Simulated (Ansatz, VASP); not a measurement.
# One calculation of Al2Au, two programs

```
CELL_PARAMETERS angstrom
0.00000 3.00000 3.00000
3.00000 0.00000 3.00000
3.00000 3.00000 0.00000
ATOMIC_POSITIONS crystal
Al 0.25000 0.25000 0.25000
Al 0.75000 0.75000 0.75000
Au 0.00000 0.00000 0.00000
```

Alike in both runs: task single point; functional PBE; k mesh 7 × 7 × 7; occupations fermi-dirac, width 0.1 eV; collinear spin.

|  | VASP | Ansatz |
| --- | --- | --- |
| version | VASP 6.6.1 | Ansatz 0.2.0 |
| potentials or method | VASP PAW PBE potentials, release 64 (Al, Au) | plane waves, PAW |
| plane-wave cutoff (eV) | 520 | 420 |
| valence electrons in the cell | 17 | 25 |

|  | VASP | Ansatz | Ansatz less VASP |
| --- | --- | --- | --- |
| net moment per atom (μB) | 0.00 | 0.00 | 0.000 |

VASP's potentials hold 17 valence electrons a cell and Ansatz's 25, so a difference there can come from the potentials and not from the codes. Ansatz's warnings: no starting moments, stability check not made.

Neither program's run includes spin-orbit coupling.
